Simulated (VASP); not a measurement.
# Pb (Pm-3m) in VASP: further runs

Pb is run at these levels: LDA; tasks: single point, relaxation of cell and atoms.

Everything below comes from runs of VASP 6.6.1. Logs are shortened: lines on timing, memory, paths and dates and some standing lists are left out, and cuts for length are marked.

## 1. The cell of the first run

The structure is cubic, space group Pm-3m (No. 221). The conventional cell has a = 2.632 Å, b = 2.632 Å, c = 2.632 Å, α = 90.00°, β = 90.00°, γ = 90.00°. Pb (site symmetry m-3m) has 6 Pb at 2.63 Å within 3.5 Å.

## 2. Single point, LDA

Input file INCAR:

```
SYSTEM = Pb
ALGO = Normal
EDIFF = 1E-6
ENCUT = 520
ISIF = 2
ISMEAR = -1
LASPH = .TRUE.
LCHARG = .FALSE.
LREAL = .FALSE.
LWAVE = .FALSE.
NBANDS = 13
NELM = 60
PREC = Accurate
SIGMA = 0.05
```

Input file KPOINTS:

```
k-points
0
G
  14 14 14
  0 0 0
```

Input file POSCAR:

```
Pb
1.0
    2.6322593349      0.0000000000      0.0000000000
    0.0000000000      2.6322593349      0.0000000000
    0.0000000000      0.0000000000      2.6322593349
Pb
1
Direct
    0.0000000000      0.0000000000      0.0000000000
```

Potentials or basis: VASP PAW LDA potentials, release 64 (Pb_d).

The run is started by

```
$ cat potpaw_LDA.64/Pb_d/POTCAR > POTCAR
$ mpirun -np 1 vasp_std > vasp.out
```

OUTCAR:

```text
SYSTEM = Pb
   EDIFF = 1E-6
   ENCUT = 520
   ISIF = 2
   ISMEAR = -1
   LASPH = .TRUE.
   LREAL = .FALSE.
   NELM = 60
   PREC = Accurate

 ion  position               nearest neighbor table
   1  0.000  0.000  0.000-

  LATTYP: Found a simple cubic cell.
 ALAT       =     2.6322593349

  Lattice vectors:

 A1 = (   2.6322593349,   0.0000000000,   0.0000000000)
 A2 = (   0.0000000000,   2.6322593349,   0.0000000000)
 A3 = (   0.0000000000,   0.0000000000,   2.6322593349)

Analysis of symmetry for initial positions (statically):
=====================================================================
 Subroutine PRICEL returns:
 Original cell was already a primitive cell.

 Routine SETGRP: Setting up the symmetry group for a
 simple cubic supercell.

 Subroutine GETGRP returns: Found 48 space group operations
 (whereof 48 operations were pure point group operations)
 out of a pool of 48 trial point group operations.

The static configuration has the point symmetry O_h .

Analysis of symmetry for dynamics (positions and initial velocities):
=====================================================================
 Subroutine PRICEL returns:
 Original cell was already a primitive cell.

 Routine SETGRP: Setting up the symmetry group for a
 simple cubic supercell.

 Subroutine GETGRP returns: Found 48 space group operations
 (whereof 48 operations were pure point group operations)
 out of a pool of 48 trial point group operations.

The dynamic configuration has the point symmetry O_h .

 Subroutine INISYM returns: Found 48 space group operations
 (whereof 48 operations are pure point group operations),
 and found     1 'primitive' translations

----------------------------------------------------------------------------------------

                                     Primitive cell

  volume of cell :      18.2384

  direct lattice vectors                    reciprocal lattice vectors
     2.632259335  0.000000000  0.000000000     0.379901777  0.000000000  0.000000000
     0.000000000  2.632259335  0.000000000     0.000000000  0.379901777  0.000000000
     0.000000000  0.000000000  2.632259335     0.000000000  0.000000000  0.379901777

  length of vectors
     2.632259335  2.632259335  2.632259335     0.379901777  0.379901777  0.379901777

  position of ions in fractional coordinates (direct lattice)
     0.000000000  0.000000000  0.000000000

  ion indices of the primitive-cell ions
   primitive index   ion index
                 1           1

[... 78 lines left out ...]
   ISYM   =      2    0-nonsym 1-usesym 2-fastsym
   POTIM  = 0.5000    time-step for ionic-motion
   TEBEG  =    0.0;   TEEND  =   0.0 temperature during run
   PSTRESS=    0.0 pullay stress
   NELECT =      14.0000    total number of electrons
   NUPDOWN=      -1.0000    fix difference up-down
   EMIN   =  10.00;   EMAX   =-10.00  energy-range for DOS
   EFERMI =   0.00;   METHOD = LEGACY
   ISMEAR =    -1;   SIGMA  =   0.05  broadening in eV -4-tet -1-fermi 0-gaus
   EFERMI_NEDOS =   21; number of points for ismear=-14 and -15
   IALGO  =     38    algorithm
   IMIX   =      4    mixing-type and parameters
     AMIX     =   0.40;   BMIX     =  1.00
     AMIX_MAG =   1.60;   BMIX_MAG =  1.00
  volume/ion in A,a.u.               =      18.24       123.08
  Fermi-wavevector in a.u.,A,eV,Ry     =   1.498956  2.832616 30.570503  2.246869
  Thomas-Fermi vector in A             =   2.610648
   LORBIT       =      0    0 simple, 1 ext, 2 COOP (PROOUT), +10 PAW based schemes
   GGA     = CA    functional components
   LHFCALC =     F    Hartree Fock is set to
   AEXX    =    0.0000 exact exchange contribution
   IVDW    =     0    specifies the selected vdW correction
   LEPSILON=     F    determine dielectric tensor
   LRPA    =     F    only Hartree local field effects (RPA)
 non-spin polarized calculation
  energy-cutoff  :      520.00
  volume of cell :       18.24
 maximum number of plane-waves:       508
 NGX is ok and might be reduce to    20
   NGX =  9   NGY =  9   NGZ =  9

 number of electron      13.9999997 magnetization

 Free energy of the ion-electron system (eV)
  ---------------------------------------------------
  ext. energy  EPLUGINS =         0.00000000
  ---------------------------------------------------
  free energy    TOTEN  =        -1.75422975 eV

  energy without entropy =       -1.75195828  energy(sigma->0) =       -1.75309401

 E-fermi :  14.8857     XC(G=0): -13.0227

 val. band max:       14.8202629472   @ k =   0.5000   0.3571   0.0000
 cond. band min:      14.8910143598   @ k =   0.4286   0.4286   0.4286
 fundamental gap:      0.0707514126
 Fermi energy:        14.8857131324

 k-point     1 :       0.0000    0.0000    0.0000
  band No.  band energies     occupation
      1      -5.3274      2.00000
      2      -5.3274      2.00000
      3      -2.5813      2.00000
      4      -2.5813      2.00000
      5      -2.5813      2.00000
      6      -2.3134      2.00000
      7      21.3712      0.00000
      8      21.3712      0.00000
      9      21.3712      0.00000
     10      27.1011      0.00000
     11      28.1038      0.00000
     12      28.1038      0.00000
     13      35.2767      0.00000
[... 354 lines left out ...]
  band No.  band energies     occupation
      1      -4.8304      2.00000
      2      -3.8099      2.00000
      3      -3.5990      2.00000
      4      -3.2124      2.00000
      5      -2.8373      2.00000
      6       2.5169      2.00000
      7      11.3243      2.00000
      8      18.3767      0.00000
      9      24.8305      0.00000
     10      26.7568      0.00000
     11      27.4055      0.00000
     12      32.1142      0.00000
     13      34.2887      0.00000

 [... further k-points ...]

------------------------ aborting loop because EDIFF is reached ----------------------------------------

  FORCE on cell =-STRESS in cart. coord.  units (eV):
  Direction    XX          YY          ZZ          XY          YZ          ZX
  --------------------------------------------------------------------------------------
  -------------------------------------------------------------------------------------
  Total       11.1460215     11.1460215     11.1460215      0.0000000      0.0000000     -0.0000000
  in kB      979.1391911    979.1391911    979.1391911      0.0000000      0.0000000     -0.0000000
  external PRESSURE =     979.1391911 kB  Pullay stress =       0.0000000 kB

 VOLUME and BASIS-vectors are now :
 -----------------------------------------------------------------------------
  energy-cutoff  :      520.00
  volume of cell :       18.24
      direct lattice vectors                 reciprocal lattice vectors
     2.632259335  0.000000000  0.000000000     0.379901777  0.000000000  0.000000000
     0.000000000  2.632259335  0.000000000     0.000000000  0.379901777  0.000000000
     0.000000000  0.000000000  2.632259335     0.000000000  0.000000000  0.379901777

 POSITION                                       TOTAL-FORCE (eV/Angst)
 -----------------------------------------------------------------------------------
      0.00000      0.00000      0.00000         0.000000      0.000000      0.000000
 -----------------------------------------------------------------------------------
    total drift:                                0.000000      0.000000      0.000000

  FREE ENERGIE OF THE ION-ELECTRON SYSTEM (eV)
  ---------------------------------------------------
  free  energy   TOTEN  =        -1.7542297457 eV

  energy  without entropy=       -1.7519582756  energy(sigma->0) =       -1.75309401
```

stdout:

```text
POSCAR found type information on POSCAR Pb
 POSCAR found :  1 types and       1 ions
 scaLAPACK will be used
 LDA part: xc-table for (Slater(with rela. corr.)+CA(PZ))
 , standard interpolation
 POSCAR, INCAR and KPOINTS ok, starting setup
 FFT: planning ... GRIDC
 FFT: planning ... GRID_SOFT
 FFT: planning ... GRID
 WAVECAR not read
 entering main loop
```

Wall time 8.5 s (1 thread of Intel Xeon 6975P-C, shared host); peak memory 0.14 GiB.

Results:

```yaml
Free_energy: -1.7542 eV
Pressure: 97.9 GPa
Band_gap_on_the_k_mesh: zero (band 7 reaches 21.37 eV, above the bottom of band 8 at 10.49 eV)
```

Levels at points of the mesh, in eV from the Fermi level:
| k point | band 3 | band 4 | band 5 | band 6 | band 7 | band 8 | band 9 | band 10 | band 11 | band 12 |
| --- | --- | --- | --- | --- | --- | --- | --- | --- | --- | --- |
| (0.00, 0.00, 0.00) | -17.47 | -17.47 | -17.47 | -17.20 | 6.49 | 6.49 | 6.49 | 12.22 | 13.22 | 13.22 |
| (0.50, 0.00, 0.00) | -18.29 | -18.29 | -17.39 | -10.50 | -8.46 | 10.42 | 11.41 | 11.41 | 11.93 | 17.90 |
| (0.50, 0.50, 0.00) | -18.17 | -18.17 | -16.69 | -5.02 | -4.40 | -4.40 | 3.10 | 14.04 | 14.04 | 16.93 |
| (0.50, 0.50, 0.50) | -19.37 | -16.64 | -16.64 | -0.22 | -0.22 | -0.22 | 1.27 | 4.55 | 7.99 | 7.99 |

Caveat: spin-orbit coupling is left out, which moves the levels of the heavy elements.

## 3. Single point, LDA

Input file INCAR:

```
PREC = Accurate
ENCUT = 520
EDIFF = 1E-6
ISMEAR = -1
SIGMA = 0.05
LREAL = False
LASPH = True
NELM = 100
ALGO = Normal
ISIF = 2
LWAVE = False
LCHARG = False
GGA = CA
NBANDS = 13
```

Input file KPOINTS:

```
regular mesh
0
Gamma
  14 14 14
```

POSCAR is that of step 2.

Potentials or basis: VASP PAW LDA potentials, release 64 (Pb_d).

The run is started by

```
$ cat potpaw_LDA.64/Pb_d/POTCAR > POTCAR
$ mpirun -np 1 vasp_std > vasp.out
```

Run time: 9.7 s. Hardware: 1 thread of Intel Xeon 6975P-C, shared host; peak memory 0.14 GiB.

Results (log left out):

| Item | Value |
| --- | --- |
| Free energy | -1.7542 eV |
| Pressure | 97.9 GPa |
| Band gap on the k mesh | zero (band 7 reaches 21.37 eV, above the bottom of band 8 at 10.49 eV) |

Levels at points of the mesh, in eV from the Fermi level:
```
           k point  band 5  band 6  band 7  band 8  band 9  band 10
(0.00, 0.00, 0.00)  -17.47  -17.20    6.49    6.49    6.49    12.22
(0.50, 0.00, 0.00)  -17.39  -10.50   -8.46   10.42   11.41    11.41
(0.50, 0.50, 0.00)  -16.69   -5.02   -4.40   -4.40    3.10    14.04
(0.50, 0.50, 0.50)  -16.64   -0.22   -0.22   -0.22    1.27     4.55
```

Caveat: spin-orbit coupling is left out, which moves the levels of the heavy elements.

## 4. Relaxation of cell and atoms, LDA, target pressure 97 GPa, at which the enthalpy is minimised

This run uses another cell than the first one, of 17.79 Å³/atom, 0.976 times its volume.

Input file INCAR:

```
SYSTEM = Pb
PREC = Accurate ; ENCUT = 600
EDIFF = 1E-7 ; ISMEAR = -1
SIGMA = 0.05 ; LREAL = .False.
LASPH = .True. ; NELM = 60
ALGO = Normal ; ISIF = 3
LWAVE = .False. ; LCHARG = .False.
IBRION = 2 ; NSW = 60
EDIFFG = -0.005 ; PSTRESS = 970.0
```

Input file KPOINTS:

```
regular mesh
0
Gamma
  14 14 14
  0 0 0
```

Input file POSCAR:

```
Pb
1.0
    2.6107440765      0.0000000000      0.0000000000
    0.0000000000      2.6107440765      0.0000000000
    0.0000000000      0.0000000000      2.6107440765
Pb
1
Direct
    0.0000000000      0.0000000000      0.0000000000
```

The run is started by

```
$ cat potpaw_LDA.64/Pb_d/POTCAR > POTCAR
$ mpirun -np 1 vasp_std > vasp.out
```

Wall time 38 s (1 thread of Intel Xeon 6975P-C, shared host); peak memory 0.16 GiB.

The run converged. Its results:

| Quantity | Value |
| --- | --- |
| Free energy | -1.7817 eV |
| Relaxed volume | 18.28 Å³/atom |
| Relaxed cell | a = 2.634 Å, b = 2.634 Å, c = 2.634 Å, α = 90.00°, β = 90.00°, γ = 90.00° |
| Space group after relaxing (to 0.05 Å) | Pm-3m (No. 221) |
| Energy change on relaxing (the enthalpy is what falls) | -313.9 meV/atom |
| Ionic steps | 4 |
| Pressure after relaxing | 97.0 GPa |
| Band gap on the k mesh | zero (band 7 reaches 21.32 eV, above the bottom of band 8 at 10.45 eV) |

Step by step:
| step | energy change (eV) | largest force (eV/Å) | pressure (GPa) | volume (Å³) |
| --- | --- | --- | --- | --- |
| 1 | 0.0000 | 0.0000 | 109.13 | 17.79 |
| 2 | -1.6690 | 0.0000 | 44.92 | 21.49 |
| 3 | -0.3398 | 0.0000 | 95.97 | 18.33 |
| 4 | -0.3139 | 0.0000 | 96.96 | 18.28 |

Final structure:
```cif
data_structure
_symmetry_space_group_name_H-M 'P 1'
_symmetry_Int_Tables_number 1
_cell_length_a 2.6344
_cell_length_b 2.6344
_cell_length_c 2.6344
_cell_angle_alpha 90.000
_cell_angle_beta 90.000
_cell_angle_gamma 90.000
_cell_volume 18.28
loop_
_atom_site_label
_atom_site_type_symbol
_atom_site_fract_x
_atom_site_fract_y
_atom_site_fract_z
_atom_site_occupancy
Pb1 Pb 0.00000 0.00000 0.00000 1
```

Levels at points of the mesh, in eV from the Fermi level:
```csv
k point,band 3,band 4,band 5,band 6,band 7,band 8,band 9,band 10,band 11
"(0.00, 0.00, 0.00)",-17.46,-17.46,-17.46,-17.16,6.48,6.48,6.48,12.20,13.20
"(0.50, 0.00, 0.00)",-18.27,-18.27,-17.38,-10.49,-8.43,10.44,11.40,11.40,11.93
"(0.50, 0.50, 0.00)",-18.15,-18.15,-16.69,-5.03,-4.38,-4.38,3.11,14.04,14.04
"(0.50, 0.50, 0.50)",-19.35,-16.63,-16.63,-0.21,-0.21,-0.21,1.24,4.57,7.99
```

Caveat: the cell is relaxed towards a set pressure, so the enthalpy falls and the energy may rise; spin-orbit coupling is left out, which moves the levels of the heavy elements.

(Part 1 of 2 ends here.)
